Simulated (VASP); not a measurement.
Runs of VASP 6.6.1 on Si. The structure is that of space group I4_1/amd (No. 141), or close to it. The cells are those of the table. 

| cell | gap on the mesh (eV) | pressure (GPa) |
| --- | --- | --- |
| a = 4.190, b = 4.190, c = 3.421 Å, angles 65.9, 65.9, 48.2°, 2 atoms | none | (b) |
| a = 3.911, b = 3.911, c = 3.720 Å, angles 61.6, 61.6, 56.8°, 2 atoms | 0.22 | 0.2 |
| a = 3.741, b = 3.741, c = 4.172 Å, angles 56.1, 56.1, 67.8°, 2 atoms | none | -2.0 |
| a = 3.762, b = 3.762, c = 4.054 Å, angles 57.4, 57.4, 65.2°, 2 atoms | none | -0.6 |
| a = 3.816, b = 3.816, c = 3.893 Å, angles 59.3, 59.3, 61.3°, 2 atoms | 0.32 | (a) |
| a = 3.794, b = 3.794, c = 3.948 Å, angles 58.6, 58.6, 62.7°, 2 atoms | none | 0.3 |
| a = 3.733, b = 3.733, c = 4.311 Å, angles 54.7, 54.7, 70.5°, 2 atoms | none | -4.1 |
| a = 4.081, b = 4.081, c = 3.519 Å, angles 64.5, 64.5, 51.1°, 2 atoms | none | -1.3 |
| a = 4.277, b = 4.277, c = 3.355 Å, angles 66.9, 66.9, 46.2°, 2 atoms | none | -4.7 |
| a = 3.992, b = 3.992, c = 3.614 Å, angles 63.1, 63.1, 53.8°, 2 atoms | none | (c) |
| a = 3.739, b = 3.739, c = 4.433 Å, angles 53.6, 53.6, 72.7°, 2 atoms | none | -6.0 |

Alike in all rows: task single point; level r2SCAN; potentials or basis VASP PAW PBE potentials, release 64 (Si); no spin polarisation; k mesh 12 × 12 × 12; cutoff (eV) 520; smearing gaussian 0.05 eV.

Problem. Fill in the values left out.

Solution. (a) 0.4; (b) -2.9; (c) -0.4.

Caveats: the PAW data sets were made with another functional, which shifts forces and pressure a little.

A k mesh can miss the band edges.

A gap of «none» marks levels without a gap at the run's occupations.
